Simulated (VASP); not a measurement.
Input of a VASP 6.6.1 run:

The input INCAR:

```
  PREC = Accurate
  ENCUT = 500
  EDIFF = 1E-6
  ISMEAR = 0
  SIGMA = 0.1
  LREAL = F
  LASPH = T
  NELM = 120
  ALGO = Normal
  ISIF = 2
  LWAVE = F
  LCHARG = F
  GGA = PE
  IVDW = 12
  NBANDS = 14
  GGA_COMPAT = F
```

File KPOINTS:

```
Automatic mesh
0
Gamma
  6 6 6
```

File POSCAR:

```
NaCl
1.0
    0.0000000000      2.7940633300      2.7940633300
    2.7940633300      0.0000000000      2.7940633300
    2.7940633300      2.7940633300      0.0000000000
Na Cl
1 1
Direct
    0.0000000000      0.0000000000      0.0000000000
    0.5000000000      0.5000000000      0.5000000000
```

Potentials or basis: VASP PAW PBE potentials, release 64 (Na_pv, Cl).

The run is started by

```console
$ cat potpaw_PBE.64/Na_pv/POTCAR potpaw_PBE.64/Cl/POTCAR > POTCAR
$ mpirun -np 1 vasp_std > vasp.out
```

(1) What does it give for the dispersion energy per atom?

(2) Estimate the band gap on the k mesh.

(3) Predict the pressure.

## Answers

(1) -0.221 eV.

(2) 5.22 eV.

(3) -0.2 GPa.
